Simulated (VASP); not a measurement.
Wanted: the native input for a VASP 6.6.1 run.

```yaml
Task: single point
Functional: PBE
Potentials_or_basis: VASP PAW PBE potentials, release 64 (Ti_sv, Co)
Cutoff: 520 eV
k_mesh: 13 × 13 × 13
Occupations: fermi-dirac, width 0.03 eV
Spin: collinear spin, ferromagnetic start
Starting_moments: "[0.0, 1.06] μB"
Fixed_moment: 1.06 μB
Dipole_correction: no
Further_INCAR_settings: ALGO = Normal; EDIFF = 1e-07; NBANDS = 22
```

The structure of TiCo lies in POSCAR:

```
TiCo
1.0
    2.9861109900      0.0000000000      0.0000000000
    0.0000000000      2.9861109900      0.0000000000
    0.0000000000      0.0000000000      2.9861109900
Ti Co
1 1
Direct
    0.0000000000      0.0000000000      0.0000000000
    0.5000000000      0.5000000000      0.5000000000
```

One way to write it, as run:

INCAR

```
SYSTEM = TiCo
ALGO = Normal
EDIFF = 1E-7
ENCUT = 520
GGA = PE
ISIF = 2
ISMEAR = -1
ISPIN = 2
LASPH = .TRUE.
LCHARG = .TRUE.
LELF = .TRUE.
LMAXMIX = 4
LORBIT = 11
LREAL = .FALSE.
LVHAR = .TRUE.
LWAVE = .FALSE.
MAGMOM = 0 1.06
NBANDS = 22
NELM = 150
NUPDOWN = 1.06
PREC = Accurate
SIGMA = 0.03
```

KPOINTS

```
k-points
0
G
  13 13 13
  0 0 0
```

Potentials or basis: VASP PAW PBE potentials, release 64 (Ti_sv, Co).

The run is started by

```bash
$ cat potpaw_PBE.64/Ti_sv/POTCAR potpaw_PBE.64/Co/POTCAR > POTCAR
$ mpirun -np 1 vasp_std > vasp.out
```

It gave:

The pressure is -0.3 GPa and the net moment is 1.06 μB per cell. The site moments are Ti +0.07; Co +1.01 μB and the valence electrons inside the program's atomic spheres are Ti 10.29; Co 8.29.

Caveat: the total moment is fixed, so each spin has its own Fermi level and the state may be an excited one.

It took 2.5 min on 1 thread of Intel Xeon 8259CL (shared host), peak memory 0.2 GiB.
